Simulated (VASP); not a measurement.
Crystal: CuI.

```
CELL_PARAMETERS angstrom
0.00000 3.01203 3.01203
3.01203 0.00000 3.01203
3.01203 3.01203 0.00000
ATOMIC_POSITIONS crystal
Cu 0.00000 0.00000 0.00000
I 0.25000 0.25000 0.25000
```

Base run:

| Quantity | Value |
| --- | --- |
| Program | VASP 6.6.1 |
| Functional | PBEsol |
| Potentials or basis | VASP PAW PBE potentials, release 64 (Cu, I) |
| Cutoff | 520 eV |
| k mesh | 6 × 6 × 6 |
| Occupations | gaussian, width 0.01 eV |
| Spin | no spin polarisation |

Its results: band gap on the k mesh 1.08 eV; pressure -1.4 GPa.

**Question.** The run is repeated on the same cell with these changes: functional from PBEsol to PBE-based screened hybrid with 15 % exact exchange; k mesh from 6 × 6 × 6 to 4 × 4 × 4. What comes out?

**Answer.** Band gap on the k mesh 1.93 eV; pressure 1.4 GPa.

Several settings changed at once.

Caveats: some runs use coarse meshes; the PAW data sets were made with another functional, which shifts forces and pressure a little; spin-orbit coupling is left out, which moves the levels of the heavy elements.

